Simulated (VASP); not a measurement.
# CdSe (Cadmoselite): relaxation of cell and atoms with LDA

Crystal: CdSe (Cadmoselite).

```
Cd Se
1.0
     4.30000    0.00000    0.00000
    -2.15000    3.72391    0.00000
     0.00000    0.00000    7.02000
Cd Se
2 2
Direct
  0.33333 0.66667 0.00000
  0.66667 0.33333 0.50000
  0.33333 0.66667 0.38500
  0.66667 0.33333 0.88500
```

| Quantity | Value |
| --- | --- |
| Program | VASP 6.6.1 |
| Task | relaxation of cell and atoms |
| Functional | LDA |
| Potentials or basis | VASP PAW LDA potentials, release 64 (Cd, Se) |
| Cutoff | 600 eV |
| k mesh | 6 × 6 × 4 |
| Occupations | fermi-dirac, width 0.02 eV |
| Spin | no spin polarisation |
| Dipole correction | no |
| Further INCAR settings | ALGO = Normal; EDIFF = 1e-07; IBRION = 2; EDIFFG = -0.01; NSW = 80; ISIF = 3 |

The relaxed volume is 27.32 Å³/atom and the relaxed cell is a = 4.259 Å, b = 4.259 Å, c = 6.958 Å, α = 90.00°, β = 90.00°, γ = 120.00°. The space group after relaxing (to 0.05 Å) is P6_3mc (No. 186) and the energy gained by relaxing is 8.4 meV/atom. The ionic steps are 9. The pressure after relaxing is 0.0 GPa, the largest force after relaxing is 0.004 eV/Å and the band gap on the k mesh is 0.48 eV, direct.

Forces on the atoms (eV/Å):
```
Cd   0.000  0.000  0.004
Cd   0.000  0.000  0.004
Se   0.000  0.000 -0.004
Se   0.000  0.000 -0.004
```

Step by step:
| step | energy change (eV) | largest force (eV/Å) | pressure (GPa) | volume (Å³) |
| --- | --- | --- | --- | --- |
| 1 | 0.0000 | 0.2665 | -1.42 | 112.41 |
| 2 | -0.0284 | 0.0851 | 0.48 | 108.41 |
| 3 | -0.0288 | 0.1087 | 0.26 | 108.81 |
| 4 | -0.0307 | 0.0361 | 0.00 | 109.29 |
| 5 | -0.0308 | 0.0252 | -0.04 | 109.36 |
| 6 | -0.0319 | 0.0229 | -0.07 | 109.43 |
| 7 | -0.0333 | 0.0140 | -0.18 | 109.64 |
| 8 | -0.0333 | 0.0062 | 0.20 | 108.90 |
| 9 | -0.0336 | 0.0045 | 0.00 | 109.29 |

Final structure:
```xyz
4
Lattice="4.2587 0.0000 0.0000 -2.1293 3.6881 0.0000 0.0000 0.0000 6.9582" Properties=species:S:1:pos:R:3 pbc="T T T"
Cd    0.0000    2.4588    0.0332
Cd    2.1293    1.2294    3.5123
Se    0.0000    2.4588    2.6457
Se    2.1293    1.2294    6.1248
```

Levels at points of the mesh, in eV from the valence-band top:
```
           k point  band 15  band 16  band 17  band 18  band 19  band 20  band 21  band 22
(0.00, 0.00, 0.00)    -0.82    -0.06     0.00     0.00     0.48     2.04     5.72     5.72
(0.50, 0.00, 0.00)    -2.86    -1.99    -1.46    -0.82     3.09     3.15     4.58     6.07
(0.00, 0.00, 0.50)    -0.43    -0.43    -0.43    -0.43     2.23     2.23     5.72     5.72
(0.50, 0.00, 0.50)    -1.47    -1.47    -1.45    -1.45     2.74     2.74     4.71     4.71
```

Run time: 2.4 min on 1 thread of Intel(R) Xeon(R) 6975P-C (Granite Rapids), with other jobs on the host, peak memory 0.25 GiB.

LDA gaps usually lie below the measured ones, often by a third to a half. LDA usually gives volumes a few per cent too small.
